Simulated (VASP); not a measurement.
A run of VASP 6.6.1:

Contents of INCAR:

```
PREC     = Accurate       # precision mode
ENCUT    = 520            # plane-wave cutoff, eV
EDIFF    = 1E-7           # SCF threshold, eV
ISMEAR   = 0              # smearing method
SIGMA    = 0.1            # smearing width, eV
LREAL    = F              # projectors in reciprocal space
LASPH    = T              # aspherical terms in the spheres
NELM     = 80             # most SCF steps
ALGO     = Normal         # electronic algorithm
ISIF     = 2              # what is computed and relaxed
LWAVE    = F              # write WAVECAR
LCHARG   = F              # write CHGCAR
GGA      = PE             # functional
NBANDS   = 17             # bands
```

The input KPOINTS:

```
Automatic mesh
0
Gamma
  4 4 4
```

POSCAR

```
Mg5Se
1.0
   -3.1647141100      3.1647141100      3.1642859000
    3.1647141100     -3.1647141100      3.1642859000
    3.1647141100      3.1647141100     -3.1642859000
Mg Se
5 1
Direct
    0.5000000000      0.8463136900      0.3463136900
    0.5000000000      0.1536863100      0.6536863100
    0.8463136900      0.5000000000      0.3463136900
    0.1536863100      0.5000000000      0.6536863100
    0.5000000000      0.5000000000      0.0000000000
    0.0000000000      0.0000000000      0.0000000000
```

Potentials or basis: VASP PAW PBE potentials, release 64 (Mg, Se).

The run is started by

```sh
$ cat potpaw_PBE.64/Mg/POTCAR potpaw_PBE.64/Se/POTCAR > POTCAR
$ mpirun -np 1 vasp_std > vasp.out
```

Hardware: 1 thread of Intel(R) Xeon(R) Platinum 8488C (Sapphire Rapids), on a shared host.

Task: Estimate the wall time of this run.

Result: It took 24 s on 1 thread of Intel(R) Xeon(R) Platinum 8488C (Sapphire Rapids), on a shared host, peak memory 0.24 GiB. Counts: scf iterations 13, k points 13.
